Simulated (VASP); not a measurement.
A run of VASP 6.6.1:

INCAR

```
  PREC = Accurate
  ENCUT = 600
  EDIFF = 1E-6
  ISMEAR = -1
  SIGMA = 0.1
  LREAL = False
  LASPH = True
  NELM = 60
  ALGO = Normal
  ISIF = 3
  LWAVE = False
  LCHARG = False
  GGA = PE
  IBRION = 2
  NSW = 80
  EDIFFG = -0.01
```

KPOINTS

```
Automatic mesh
0
Gamma
  13 13 13
```

Contents of POSCAR:

```
Se
1.0
   -1.7600399104      1.7600399104      1.7600399104
    1.7600399104     -1.7600399104      1.7600399104
    1.7600399104      1.7600399104     -1.7600399104
Se
1
Direct
    0.0000000000      0.0000000000      0.0000000000
```

Potentials or basis: VASP PAW PBE potentials, release 64 (Se).

The run is started by

```console
$ cat potpaw_PBE.64/Se/POTCAR > POTCAR
$ mpirun -np 1 vasp_std > vasp.out
```

Hardware: 1 thread of Intel(R) Xeon(R) Platinum 8488C (Sapphire Rapids), on a shared host.

**Question.** Estimate the wall time of this run.

**Answer.** Wall time 13 s on 1 thread of Intel(R) Xeon(R) Platinum 8488C (Sapphire Rapids), with other jobs on the host, peak memory 0.14 GiB. Counts: scf iterations 20, k points 84, ion steps 3.
